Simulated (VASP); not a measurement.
**LiF: single point with PBE**

Crystal: LiF.

```
Li F
1.0
     0.00000    1.96365    2.01400
     1.96365    0.00000    2.01400
     1.96365    1.96365    0.00000
Li F
1 1
Direct
  0.00000 0.00000 0.00000
  0.50000 0.50000 0.50000
```

This cell differs from its parent crystal: strain -0.025 along x and y, +0.000 along z.

- Program: VASP 6.6.1
- Task: single point
- Functional: PBE
- Potentials or basis: VASP PAW PBE potentials, release 64 (Li_sv, F)
- Cutoff: 520 eV
- k mesh: 10 × 10 × 10
- Occupations: gaussian, width 0.05 eV
- Spin: no spin polarisation
- Dipole correction: no
- Further INCAR settings: ALGO = Normal; EDIFF = 1e-07; NBANDS = 12

```
Band gap on the k mesh : 9.52 eV, direct
```

Levels at points of the mesh, in eV from the valence-band top:
| k point | band 2 | band 3 | band 4 | band 5 | band 6 | band 7 | band 8 | band 9 |
| --- | --- | --- | --- | --- | --- | --- | --- | --- |
| (0.00, 0.00, 0.00) | -20.15 | -0.06 | -0.06 | 0.00 | 9.52 | 24.20 | 24.65 | 24.82 |
| (0.50, 0.00, 0.00) | -19.68 | -2.71 | -0.31 | -0.25 | 11.01 | 17.31 | 19.04 | 19.51 |
| (0.50, 0.50, 0.00) | -19.40 | -3.28 | -1.06 | -1.06 | 14.95 | 16.91 | 18.03 | 21.06 |
| (0.50, 0.00, 0.50) | -19.37 | -3.26 | -1.22 | -1.06 | 15.42 | 16.56 | 18.05 | 20.48 |

Run time: 29 s on 1 thread of Intel Xeon 6975P-C, with other jobs on the host, peak memory 0.14 GiB.

Caveat: the cell differs from its parent crystal (strain -0.025 along x and y, +0.000 along z). A k mesh can miss the band edges.
